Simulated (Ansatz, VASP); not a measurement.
**Si: VASP beside Ansatz**

```
Si
1.0
     1.94492   -3.35723    0.00000
     1.94492    3.35723    0.00000
     0.00000    0.00000    8.10430
Si
4
Direct
  0.08349 0.91651 0.75063
  0.58349 0.41651 0.24937
  0.91651 0.08349 0.24937
  0.41651 0.58349 0.75063
```

Alike in both runs: task relaxation of cell and atoms; functional r2SCAN; k mesh 10 × 10 × 6; occupations gaussian, width 0.01 eV; no spin polarisation.

|  | VASP | Ansatz |
| --- | --- | --- |
| version | VASP 6.6.1 | Ansatz 0.2.0 |
| potentials or method | VASP PAW PBE potentials, release 64 (Si), cutoff 600 eV | scalar-relativistic, plane waves, PAW |
| valence electrons in the cell | 16 | 16 |

|  | VASP | Ansatz | Ansatz less VASP |
| --- | --- | --- | --- |
| gap on the k mesh at the Fermi level, each at its own relaxed structure (eV) | none | none | - |
| relaxed volume (Å³/atom) | 25.94 | 25.78 | -0.163 |
| relaxed length of the cell vector where the two differ most in proportion (Å) | 7.953 | 7.887 | -0.0659 |

VASP's potentials were made for PBE, not for r2SCAN. A gap of «none» marks a metal or a gap that the smearing closes.
